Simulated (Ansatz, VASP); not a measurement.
# One calculation of Al2O3, two programs

```
CELL_PARAMETERS angstrom
2.65358 0.00000 0.00000
-1.32679 2.29807 0.00000
0.00000 0.00000 9.71022
ATOMIC_POSITIONS crystal
Al 0.00000 0.00000 0.14999
Al 0.00000 0.00000 0.85001
O 0.33333 0.66667 0.22232
O 0.66667 0.33333 0.00000
O 0.33333 0.66667 0.77768
```

Change from the starting cell: strain -0.080 along x and y, +0.040 along z, atoms carried along.

Alike in both runs: task single point; functional LDA; k mesh 9 × 9 × 4; occupations gaussian, width 0.05 eV; no spin polarisation.

```csv
,VASP,Ansatz
version,VASP 6.6.1,Ansatz 0.2.0
potentials or method,"VASP PAW LDA potentials, release 64 (Al, O), cutoff 520 eV","scalar-relativistic, plane waves, PAW"
valence electrons in the cell,24,24
```

Ansatz gave:

* gap on the k mesh at the Fermi level (eV): 6.17
* least direct gap on the mesh (eV): 6.17
* pressure (GPa): 23.4
* traceless stress, the component that is largest in VASP (GPa): -30.75
* rms of the force components (eV/Å): 1.089

Question: Which values does VASP return?

Answer: gap on the k mesh at the Fermi level (eV): 6.20; least direct gap on the mesh (eV): 6.20; pressure (GPa): 24.9; traceless stress, the component that is largest in VASP (GPa): -31.74; rms of the force components (eV/Å): 1.131.

LDA's correlation is that of Perdew and Zunger in VASP and of Perdew and Wang (1992) in Ansatz. Atom by atom the forces differ by 0.049 eV/Å (rms over components).
